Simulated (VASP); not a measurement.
# Ti (P6_3/mmc) in VASP: further runs

Runs on Ti. Level: LDA. Tasks: single point, relaxation of cell and atoms.

Everything below comes from runs of VASP 6.6.1. Logs are shortened: lines on timing, memory, paths and dates and some standing lists are left out, and cuts for length are marked.

## (1) The cell of the first run

Symmetry: P6_3/mmc, No. 194, hexagonal system. The conventional cell has a = 2.863 Å, b = 2.863 Å, c = 4.540 Å, α = 90.00°, β = 90.00°, γ = 120.00°. Within 3.7 Å of Ti (site symmetry -6m2) lie 12 Ti at 2.81 to 2.86 Å.

## (2) Single point, LDA, collinear spin, ferromagnetic start

Input file INCAR:

```
SYSTEM = Ti
PREC     = Accurate       ! precision mode
ENCUT    = 520            ! plane-wave cutoff, eV
EDIFF    = 1E-7           ! SCF threshold, eV
ISMEAR   = -1             ! smearing method
SIGMA    = 0.05           ! smearing width, eV
LREAL    = .FALSE.        ! projectors in reciprocal space
LASPH    = .TRUE.         ! aspherical terms in the spheres
NELM     = 150            ! most SCF steps
ALGO     = Normal         ! electronic algorithm
ISIF     = 2              ! what is computed and relaxed
LWAVE    = .FALSE.        ! write WAVECAR
LCHARG   = .FALSE.        ! write CHGCAR
ISPIN    = 2              ! spin polarisation
MAGMOM   = 1 1            ! initial moments
LORBIT   = 11             ! projections on sites
LMAXMIX  = 4              ! l up to which the mixer works
NBANDS   = 23             ! bands
```

Input file KPOINTS:

```
Automatic mesh
0
G
  12 12 7
  0 0 0
```

Input file POSCAR:

```
Ti
1.0
    2.8630414375      0.0000000000      0.0000000000
   -1.4315207188      2.4794666170      0.0000000000
    0.0000000000      0.0000000000      4.5396745029
Ti
2
Direct
    0.3333333333      0.6666666667      0.2500000000
    0.6666666667      0.3333333333      0.7500000000
```

Potentials or basis: VASP PAW LDA potentials, release 64 (Ti_sv).

On the command line:

```console
cat potpaw_LDA.64/Ti_sv/POTCAR > POTCAR
mpirun -np 1 vasp_std > vasp.out
```

OUTCAR:

```text
SYSTEM = Ti
   PREC = Accurate
   ENCUT = 520
   EDIFF = 1E-7
   ISMEAR = -1
   LREAL = .FALSE.
   LASPH = .TRUE.
   NELM = 150
   ISIF = 2
   ISPIN = 2
   LORBIT = 11

 ion  position               nearest neighbor table
   1  0.333  0.667  0.250-   2 2.81   2 2.81   2 2.81   2 2.81   2 2.81   2 2.81
   2  0.667  0.333  0.750-   1 2.81   1 2.81   1 2.81   1 2.81   1 2.81   1 2.81

  LATTYP: Found a hexagonal cell.
 ALAT       =     2.8630414375
 C/A-ratio  =     1.5856125739

  Lattice vectors:

 A1 = (   2.8630414375,   0.0000000000,   0.0000000000)
 A2 = (  -1.4315207188,   2.4794666170,   0.0000000000)
 A3 = (   0.0000000000,   0.0000000000,   4.5396745029)

Analysis of symmetry for initial positions (statically):
=====================================================================
 Subroutine PRICEL returns:
 Original cell was already a primitive cell.

 Routine SETGRP: Setting up the symmetry group for a
 hexagonal supercell.

 Subroutine GETGRP returns: Found 24 space group operations
 (whereof 12 operations were pure point group operations)
 out of a pool of 24 trial point group operations.

The static configuration has the point symmetry D_3d.
 The point group associated with its full space group is D_6h.

Analysis of symmetry for dynamics (positions and initial velocities):
=====================================================================
 Subroutine PRICEL returns:
 Original cell was already a primitive cell.

 Routine SETGRP: Setting up the symmetry group for a
 hexagonal supercell.

 Subroutine GETGRP returns: Found 24 space group operations
 (whereof 12 operations were pure point group operations)
 out of a pool of 24 trial point group operations.

The dynamic configuration has the point symmetry D_3d.
 The point group associated with its full space group is D_6h.

Analysis of structural, dynamic, and magnetic symmetry:
=====================================================================
 Subroutine PRICEL returns:
 Original cell was already a primitive cell.

 Routine SETGRP: Setting up the symmetry group for a
 hexagonal supercell.

 Subroutine GETGRP returns: Found 24 space group operations
 (whereof 12 operations were pure point group operations)
 out of a pool of 24 trial point group operations.

The overall configuration has the point symmetry D_3d.
 The point group associated with its full space group is D_6h.

 Subroutine INISYM returns: Found 24 space group operations
 (whereof 12 operations are pure point group operations),
 and found     1 'primitive' translations

[... 114 lines left out ...]
     AMIX_MAG =   1.60;   BMIX_MAG =  1.00
  volume/ion in A,a.u.               =      16.11       108.74
  Fermi-wavevector in a.u.,A,eV,Ry     =   1.483913  2.804189 29.959990  2.201997
  Thomas-Fermi vector in A             =   2.597515
   LORBIT       =     11    0 simple, 1 ext, 2 COOP (PROOUT), +10 PAW based schemes
   GGA     = CA    functional components
   LHFCALC =     F    Hartree Fock is set to
   AEXX    =    0.0000 exact exchange contribution
   IVDW    =     0    specifies the selected vdW correction
   LEPSILON=     F    determine dielectric tensor
   LRPA    =     F    only Hartree local field effects (RPA)
 spin polarized calculation
  energy-cutoff  :      520.00
  volume of cell :       32.23
 maximum number of plane-waves:       881
 NGX is ok and might be reduce to    24
   NGX = 11   NGY = 11   NGZ = 17

 number of electron      24.0000004 magnetization       0.0000100

 number of electron      24.0000004 magnetization      -0.0000076

 Free energy of the ion-electron system (eV)
  ---------------------------------------------------
  ext. energy  EPLUGINS =         0.00000000
  ---------------------------------------------------
  free energy    TOTEN  =       -17.10660399 eV

  energy without entropy =      -17.08748236  energy(sigma->0) =      -17.09704317

 E-fermi :   8.9093     XC(G=0): -12.1485

 val. band max:        8.9063057468   @ k =   0.3333   0.3333   0.2857
 cond. band min:       8.9257609493   @ k =   0.0000   0.0000   0.4286
 fundamental gap:      0.0194552025
 Fermi energy:         8.9093240580

 spin component 1

 k-point     1 :       0.0000    0.0000    0.0000
  band No.  band energies     occupation
      1     -47.1431      1.00000
      2     -46.9486      1.00000
      3     -24.2140      1.00000
      4     -23.3857      1.00000
      5     -23.3857      1.00000
      6     -23.2867      1.00000
[... 613 lines left out ...]
     22      19.4277      0.00000
     23      22.8398      0.00000

 [... further k-points ...]

 spin component 2

 k-point     1 :       0.0000    0.0000    0.0000
  band No.  band energies     occupation
      1     -47.1431      1.00000
      2     -46.9486      1.00000
      3     -24.2140      1.00000
      4     -23.3857      1.00000
      5     -23.3857      1.00000
      6     -23.2867      1.00000
[... 613 lines left out ...]
     22      19.4277      0.00000
     23      22.8398      0.00000

 [... further k-points ...]
[... 5 lines left out ...]
  --------------------------------------------------------------------------------------
  -------------------------------------------------------------------------------------
  Total       -0.0373789     -0.0373789     -0.0309358      0.0000000      0.0000000      0.0000000
  in kB       -1.8583468     -1.8583468     -1.5380200      0.0000000      0.0000000      0.0000000
  external PRESSURE =      -1.7515712 kB  Pullay stress =       0.0000000 kB

 VOLUME and BASIS-vectors are now :
 -----------------------------------------------------------------------------
  energy-cutoff  :      520.00
  volume of cell :       32.23
      direct lattice vectors                 reciprocal lattice vectors
     2.863041438  0.000000000  0.000000000     0.349278913  0.201656274  0.000000000
    -1.431520719  2.479466617  0.000000000     0.000000000  0.403312548  0.000000000
     0.000000000  0.000000000  4.539674503     0.000000000  0.000000000  0.220280110

 POSITION                                       TOTAL-FORCE (eV/Angst)
 -----------------------------------------------------------------------------------
     -0.00000      1.65298      1.13492         0.000000     -0.000000      0.000000
      1.43152      0.82649      3.40476        -0.000000      0.000000      0.000000
 -----------------------------------------------------------------------------------
    total drift:                               -0.000000      0.000000     -0.000000

  FREE ENERGIE OF THE ION-ELECTRON SYSTEM (eV)
  ---------------------------------------------------
  free  energy   TOTEN  =       -17.1066039855 eV

  energy  without entropy=      -17.0874823574  energy(sigma->0) =      -17.09704317

 total charge

# of ion       s       p       d       tot
------------------------------------------
    1        2.269   6.132   1.968  10.370
    2        2.269   6.132   1.968  10.370
--------------------------------------------------
tot          4.538  12.265   3.937  20.739

 magnetization (x)

# of ion       s       p       d       tot
------------------------------------------
    1       -0.000   0.000  -0.000  -0.000
    2       -0.000   0.000  -0.000  -0.000
--------------------------------------------------
tot         -0.000   0.000  -0.000  -0.000
```

stdout:

```text
POSCAR found type information on POSCAR Ti
 POSCAR found :  1 types and       2 ions
 scaLAPACK will be used
 LDA part: xc-table for (Slater(with rela. corr.)+CA(PZ))
 , standard interpolation
 POSCAR, INCAR and KPOINTS ok, starting setup
 FFT: planning ... GRIDC
 FFT: planning ... GRID_SOFT
 FFT: planning ... GRID
 WAVECAR not read
 entering main loop
```

Wall time 47 s (1 thread of Intel Xeon 6975P-C (Granite Rapids), shared host); peak memory 0.19 GiB.

What came out:

```
Free energy                                           : -17.1066 eV
Pressure                                              : -0.2 GPa
Band gap on the k mesh                                : zero (filled and empty bands overlap)
Net moment                                            : 0.00 μB per cell
Valence electrons inside the program's atomic spheres : Ti 10.37
```

## (3) Relaxation of cell and atoms, LDA, collinear spin, ferromagnetic start

This run uses another cell than the first one, of 17.66 Å³/atom, 1.096 times its volume.

Input file INCAR:

```
PREC = Accurate
ENCUT = 600
EDIFF = 1E-7
ISMEAR = -1
SIGMA = 0.05
LREAL = False
LASPH = True
NELM = 150
ALGO = Normal
ISIF = 3
LWAVE = False
LCHARG = False
ISPIN = 2
MAGMOM = 1 1
LORBIT = 11
LMAXMIX = 4
GGA = CA
IBRION = 2
NSW = 80
EDIFFG = -0.01
```

Input file KPOINTS:

```
regular mesh
0
Gamma
  12 12 7
```

Input file POSCAR:

```
Ti
1.0
    2.9499978604      0.0000000000      0.0000000000
   -1.4749989302      2.5547730882      0.0000000000
    0.0000000000      0.0000000000      4.6860000000
Ti
2
Direct
    0.3333333333      0.6666666667      0.2500000000
    0.6666666667      0.3333333333      0.7500000000
```

Potentials or basis: VASP PAW LDA potentials, release 64 (Ti_sv).

On the command line:

```console
cat potpaw_LDA.64/Ti_sv/POTCAR > POTCAR
mpirun -np 1 vasp_std > vasp.out
```

It took 2.9 min on 1 thread of Intel Xeon 6975P-C (Granite Rapids), shared host; peak memory 0.21 GiB.

The run converged. Its results:

| Quantity | Value |
| --- | --- |
| Free energy | -17.1071 eV |
| Relaxed volume | 16.09 Å³/atom |
| Relaxed cell | a = 2.861 Å, b = 2.861 Å, c = 4.538 Å, α = 90.00°, β = 90.00°, γ = 120.00° |
| Space group after relaxing (to 0.05 Å) | P6_3/mmc (No. 194) |
| Energy gained by relaxing | 52.4 meV/atom |
| Ionic steps | 6 |
| Pressure after relaxing | 0.0 GPa |
| Band gap on the k mesh | zero (filled and empty bands overlap) |
| Net moment | 0.00 μB per cell |
| Valence electrons inside the program's atomic spheres | Ti 10.37 |

The path:
| step | energy change (eV) | largest force (eV/Å) | pressure (GPa) | volume (Å³) |
| --- | --- | --- | --- | --- |
| 1 | 0.0000 | 0.0000 | -9.95 | 35.32 |
| 2 | -0.0409 | 0.0000 | 9.88 | 30.00 |
| 3 | -0.1047 | 0.0000 | -0.10 | 32.20 |
| 4 | -0.1047 | 0.0000 | 0.15 | 32.14 |
| 5 | -0.1047 | 0.0000 | -0.10 | 32.20 |
| 6 | -0.1047 | 0.0000 | -0.01 | 32.18 |

Final structure:
```xyz
2
Lattice="2.8615 0.0000 0.0000 -1.4307 2.4781 0.0000 0.0000 0.0000 4.5376" Properties=species:S:1:pos:R:3 pbc="T T T"
Ti    0.0000    1.6521    1.1344
Ti    1.4307    0.8260    3.4032
```

Levels at points of the mesh, in eV from the Fermi level:
Spin up:
| k point | band 8 | band 9 | band 10 | band 11 | band 12 | band 13 | band 14 | band 15 | band 16 | band 17 |
| --- | --- | --- | --- | --- | --- | --- | --- | --- | --- | --- |
| (0.00, 0.00, 0.00) | -32.16 | -6.29 | -2.87 | 0.78 | 0.78 | 0.91 | 1.10 | 1.34 | 1.34 | 1.72 |
| (0.50, 0.00, 0.00) | -32.26 | -2.42 | -2.40 | -2.06 | -0.46 | 0.45 | 0.68 | 1.27 | 3.66 | 3.90 |
Spin down:
```
           k point  band 9  band 10  band 11  band 12  band 13  band 14  band 15  band 16
(0.00, 0.00, 0.00)   -6.29    -2.87     0.78     0.78     0.91     1.10     1.34     1.34
(0.50, 0.00, 0.00)   -2.42    -2.40    -2.06    -0.46     0.45     0.68     1.27     3.66
```

## (4) Single point, LDA

Input file INCAR:

```
SYSTEM = Ti
PREC = Accurate
ENCUT = 520
EDIFF = 1E-7
ISMEAR = -1
SIGMA = 0.1
LREAL = .FALSE.
LASPH = .TRUE.
NELM = 80
ALGO = Normal
ISIF = 2
LWAVE = .FALSE.
LCHARG = .TRUE.
GGA = CA
LELF = .TRUE.
LVHAR = .TRUE.
NBANDS = 19
```

Input file KPOINTS:

```
regular mesh
0
G
  21 21 12
  0 0 0
```

Input file POSCAR:

```
Ti
1.0
    2.8638698861      0.0000000000      0.0000000000
   -1.4319349430      2.4801840745      0.0000000000
    0.0000000000      0.0000000000      4.5399943151
Ti
2
Direct
    0.3333333333      0.6666666667      0.2500000000
    0.6666666667      0.3333333333      0.7500000000
```

On the command line:

```console
cat potpaw_LDA.64/Ti_sv/POTCAR > POTCAR
mpirun -np 1 vasp_std > vasp.out
```

It took 5 min on 1 thread of Intel Xeon 8259CL, shared host; peak memory 0.27 GiB.

Results (log left out):

| Item | Value |
| --- | --- |
| Free energy | -17.1351 eV |
| Pressure | -0.2 GPa |
| Band gap on the k mesh | zero (band 12 reaches 9.73 eV, above the bottom of band 13 at 8.57 eV) |

Levels at points of the mesh, in eV from the Fermi level:
| k point | band 9 | band 10 | band 11 | band 12 | band 13 | band 14 | band 15 | band 16 |
| --- | --- | --- | --- | --- | --- | --- | --- | --- |
| (0.00, 0.00, 0.00) | -6.26 | -2.84 | 0.81 | 0.81 | 0.95 | 1.12 | 1.36 | 1.36 |
| (0.00, 0.00, 0.50) | -4.31 | -4.31 | 0.11 | 0.11 | 0.70 | 0.70 | 0.70 | 0.70 |

## (5) Single point, LDA, collinear spin, ferromagnetic start

Input file INCAR:

```
SYSTEM = Ti
PREC = Accurate
ENCUT = 520
EDIFF = 1E-6
ISMEAR = -1
SIGMA = 0.05
LREAL = .False.
LASPH = .True.
NELM = 150
ALGO = Normal
ISIF = 2
LWAVE = .False.
LCHARG = .False.
ISPIN = 2
MAGMOM = 1 1
LORBIT = 11
LMAXMIX = 4
GGA = CA
NBANDS = 23
```

Input file KPOINTS:

```
Automatic mesh
0
Gamma
  21 21 12
  0 0 0
```

Input file POSCAR:

```
Ti
1.0
    2.8630414375      0.0000000000      0.0000000000
   -1.4315207188      2.4794666170      0.0000000000
    0.0000000000      0.0000000000      4.5396745029
Ti
2
Direct
    0.3333333333      0.6666666667      0.2500000000
    0.6666666667      0.3333333333      0.7500000000
```

On the command line:

```console
cat potpaw_LDA.64/Ti_sv/POTCAR > POTCAR
mpirun -np 1 vasp_std > vasp.out
```

Wall time 4.5 min (1 thread of AMD EPYC 9R45 (Zen 5), shared host); peak memory 0.38 GiB.

It converged, with:

```
Free energy                                           : -17.1085 eV
Pressure                                              : -0.2 GPa
Band gap on the k mesh                                : zero (filled and empty bands overlap)
Net moment                                            : 0.00 μB per cell
Valence electrons inside the program's atomic spheres : Ti 10.37
```

Stress tensor (GPa, compression positive):
```
-0.14  0.00  0.00
 0.00 -0.14  0.00
 0.00  0.00 -0.27
```

Levels at points of the mesh, in eV from the Fermi level:
Spin up:
```tsv
k point	band 8	band 9	band 10	band 11	band 12	band 13	band 14	band 15	band 16	band 17
(0.00, 0.00, 0.00)	-32.17	-6.29	-2.87	0.78	0.78	0.91	1.09	1.33	1.33	1.71
(0.00, 0.00, 0.50)	-32.23	-4.34	-4.34	0.08	0.08	0.68	0.68	0.68	0.68	3.03
```
Spin down:
```tsv
k point	band 10	band 11	band 12	band 13	band 14	band 15
(0.00, 0.00, 0.00)	-2.87	0.78	0.78	0.91	1.09	1.33
(0.00, 0.00, 0.50)	-4.34	0.08	0.08	0.68	0.68	0.68
```

## (6) The runs side by side

| task | spin | cell | k mesh | cutoff (eV) | smearing | gap on the mesh (eV) | pressure (GPa) | moment (μB) |
| --- | --- | --- | --- | --- | --- | --- | --- | --- |
| single point | collinear, ferromagnetic start | a = 2.863, b = 2.863, c = 4.540 Å, angles 90.0, 90.0, 120.0°, 2 atoms | 12 × 12 × 7 | 520 | fermi-dirac 0.05 eV | none | -0.2 | 0.00 |
| relaxation of cell and atoms | collinear, ferromagnetic start | relaxed from a = 2.950, b = 2.950, c = 4.686 Å, angles 90.0, 90.0, 120.0°, 2 atoms | 12 × 12 × 7 | 600 | fermi-dirac 0.05 eV | none | 0.0 | 0.00 |
| single point | off | a = 2.864, b = 2.864, c = 4.540 Å, angles 90.0, 90.0, 120.0°, 2 atoms | 21 × 21 × 12 | 520 | fermi-dirac 0.1 eV | none | -0.2 | - |
| single point | collinear, ferromagnetic start | a = 2.863, b = 2.863, c = 4.540 Å, angles 90.0, 90.0, 120.0°, 2 atoms | 21 × 21 × 12 | 520 | fermi-dirac 0.05 eV | none | -0.2 | 0.00 |

Alike in all rows: level LDA; potentials or basis VASP PAW LDA potentials, release 64 (Ti_sv).

Every run on the cell as given and a fine mesh finds a metal.

Absolute energies hang on the potentials; compare differences alone.
